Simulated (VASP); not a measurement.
Al: single point with r2SCAN

Al:

```
Al
1.0
     0.00000    2.03515    2.03515
     2.03515    0.00000    2.03515
     2.03515    2.03515    0.00000
Al
1
Cartesian
  0.0000 0.0000 0.0000
```

```yaml
Program: VASP 6.6.1
Task: single point
Functional: r2SCAN
Potentials_or_basis: VASP PAW PBE potentials, release 64 (Al)
Cutoff: 520 eV
k_mesh: 18 × 18 × 18
Occupations: gaussian, width 0.1 eV
Spin: no spin polarisation
```

```json
{"Pressure": "-4.9 GPa"}
```

Levels at points of the mesh, in eV from the Fermi level:
```csv
k point,band 1,band 2,band 3,band 4
"(0.00, 0.00, 0.00)",-11.69,13.20,13.20,13.20
"(0.50, 0.00, 0.00)",-4.91,-4.51,11.98,11.98
"(0.50, 0.50, 0.00)",-3.11,-1.64,5.46,5.89
```

Run time: 48 s on 1 thread of Intel(R) Xeon(R) Platinum 8488C (Sapphire Rapids), with other jobs on the host, peak memory 0.15 GiB.

Caveat: the PAW data sets were made with another functional, which shifts forces and pressure a little.
